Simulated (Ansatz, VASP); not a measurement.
# Two plane-wave programs on Se

```
Se
1.0
     2.63453    0.00000    0.00000
     0.00000    2.63453    0.00000
     0.00000    0.00000    4.33757
Se
1
Direct
  0.00000 0.00000 0.50000
```

Alike in both runs: functional PBE; k mesh 20 × 20 × 14; occupations gaussian, width 0.1 eV; no spin polarisation.

Ansatz relaxed the structure, and its values are those at the end. VASP's run is a single point on that final structure, the one shown.

|  | VASP | Ansatz |
| --- | --- | --- |
| version | VASP 6.6.1 | Ansatz 0.2.0 |
| potentials or method | VASP PAW PBE potentials, release 64 (Se), cutoff 520 eV | scalar-relativistic, plane waves, PAW |
| valence electrons in the cell | 6 | 16 |

VASP gave:

| Item | Value |
| --- | --- |
| gap on the k mesh at the Fermi level (eV) | none |
| pressure (GPa) | 0.1 |

**Question.** Which values does Ansatz return?

**Answer.** gap on the k mesh at the Fermi level (eV): none; pressure (GPa): 0.0.

A gap of «none» marks a metal or a gap that the smearing closes. With one functional, cell and mesh, what is left measures potentials, basis and numerics. VASP's potentials hold 6 valence electrons a cell and Ansatz's 16, so a difference there can come from the potentials and not from the codes.
